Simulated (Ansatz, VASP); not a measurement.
**P in VASP and in Ansatz**

The input INCAR:

```
SYSTEM = P
PREC = Accurate ; ENCUT = 520
EDIFF = 1E-6 ; ISMEAR = 0
SIGMA = 0.05 ; LREAL = .FALSE.
LASPH = .TRUE. ; NELM = 60
ALGO = Normal ; ISIF = 2
LWAVE = .FALSE. ; LCHARG = .FALSE.
GGA = PS ; NBANDS = 18
```

Contents of KPOINTS:

```
Automatic mesh
0
G
  8 1 6
  0 0 0
```

File POSCAR:

```
P
1.0
    3.3356194204      0.1319497986     -0.1746748417
    1.4010966790     35.4908059949     -0.1293173937
   -0.2359713609     -0.0164522958      4.6043957939
P
4
Direct
   -0.0733861971      0.9632332255      0.5784734831
    0.0777146777      0.0283781774      0.4032948621
    0.4661275515      0.0336297190      0.0357444538
    0.5295439679      0.9747588780      0.9824872009
```

Input for Ansatz:

```yaml
crystal:
  lattice:
    - [3.3356194204, 0.1319497986, -0.1746748417]
    - [1.401096679, 35.4908059949, -0.1293173937]
    - [-0.2359713609, -0.0164522958, 4.6043957939]
  atoms:
    - { symbol: P, position: [-0.0733861971, 0.9632332255, 0.5784734831] }
    - { symbol: P, position: [0.0777146777, 0.0283781774, 0.4032948621] }
    - { symbol: P, position: [0.4661275515, 0.033629719, 0.0357444538] }
    - { symbol: P, position: [0.5295439679, 0.974758878, 0.9824872009] }
basis:
  ecutwfc: 420
kpoints:
  mp_grid: { grid: [8, 1, 6] }
hamiltonian:
  xc: pbesol
scf:
  occupations: { method: gaussian, width: 0.05 }
output:
  forces: true
  stress: true
  eigenvalues: true
```

Change from the starting cell: all atoms moved at random (sigma 0.15 Å a component), cell strained at random (sigma 0.05).

Alike in both runs: task single point; functional PBEsol; k mesh 8 × 1 × 6; occupations gaussian, width 0.05 eV; no spin polarisation.

|  | VASP | Ansatz |
| --- | --- | --- |
| version | VASP 6.6.1 | Ansatz 0.2.0 |
| potentials or method | VASP PAW PBE potentials, release 64 (P), cutoff 520 eV | scalar-relativistic, plane waves, PAW |
| valence electrons in the cell | 20 | 20 |

|  | VASP | Ansatz | Ansatz less VASP |
| --- | --- | --- | --- |
| gap on the k mesh at the Fermi level (eV) | none | none | - |
| rms of the force components (eV/Å) | 1.157 | 1.156 | -0.0006 |

VASP's potentials were made for PBE, not for PBEsol. Atom by atom the forces differ by 0.014 eV/Å (rms over components). A gap of «none» marks a metal or a gap that the smearing closes. With one functional, cell and mesh, what is left measures potentials, basis and numerics.
